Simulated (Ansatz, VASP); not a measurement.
## Two plane-wave programs on Rh

```
Rh
1.0
     0.00000    1.84450    1.90155
     1.84450    0.00000    1.90155
     1.84450    1.84450    0.00000
Rh
1
Cartesian
  0.0000 0.0000 0.0000
```

Change from the starting cell: strain -0.030 along x and y, +0.000 along z, atoms carried along.

Alike in both runs: task single point; functional r2SCAN; k mesh 8 × 8 × 8; occupations gaussian, width 0.15 eV; no spin polarisation.

|  | VASP | Ansatz |
| --- | --- | --- |
| version | VASP 6.6.1 | Ansatz 0.2.0 |
| potentials or method | VASP PAW PBE potentials, release 64 (Rh_sv_GW), cutoff 680 eV | scalar-relativistic, plane waves, PAW |
| valence electrons in the cell | 17 | 17 |

```csv
,VASP,Ansatz,Ansatz less VASP
gap on the k mesh at the Fermi level (eV),none,none,-
pressure (GPa),20.3,20.2,-0.05
"traceless stress, the component that is largest in VASP (GPa)",-5.82,-5.80,+0.015
```

VASP's potentials were made for PBE, not for r2SCAN. A gap of «none» marks a metal or a gap that the smearing closes.

The k mesh is coarse, so the values compare programs but aren't converged.
